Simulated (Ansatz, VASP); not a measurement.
TaRu in VASP and in Ansatz

```xyz
2
Lattice="3.0530 0.0000 0.0000 0.0000 3.0530 0.0000 0.0000 0.0000 3.3212" Properties=species:S:1:pos:R:3 pbc="T T T"
Ta    1.5265    1.5265    1.6606
Ru    0.0000    0.0000    0.0000
```

Change from the starting cell: zz strain of -2 %, PAW files.

Alike in both runs: task electric field gradients; functional LDA; k mesh 11 × 11 × 10; occupations fermi-dirac, width 0.05 eV; no spin polarisation.

|  | VASP | Ansatz |
| --- | --- | --- |
| version | VASP 6.6.1 | Ansatz 0.2.0 |
| potentials or method | VASP PAW LDA potentials, release 64 (Ta_pv, Ru_pv) | PAW with Ansatz's default frozen-core files, scalar-relativistic |
| plane-wave cutoff (eV) | 520 | 420 |
| valence electrons in the cell | 25 | 29 |

VASP gave:

| Quantity | Value |
| --- | --- |
| pressure (GPa) | -4.6 |
| traceless stress, the component that is largest in VASP (GPa) | 2.06 |
| size of Vzz on the site where it differs most (V/Å²) | 23.0 |

Question: Which values does Ansatz return?

Answer: Pressure (GPa): -5.6; traceless stress, the component that is largest in VASP (GPa): 2.18; size of Vzz on the site where it differs most (V/Å²): 15.5.

LDA's correlation is that of Perdew and Zunger in VASP and of Perdew and Wang (1992) in Ansatz. VASP's potentials hold 25 valence electrons a cell and Ansatz's 29, so a difference there can come from the potentials and not from the codes.

Neither program's run includes spin-orbit coupling.
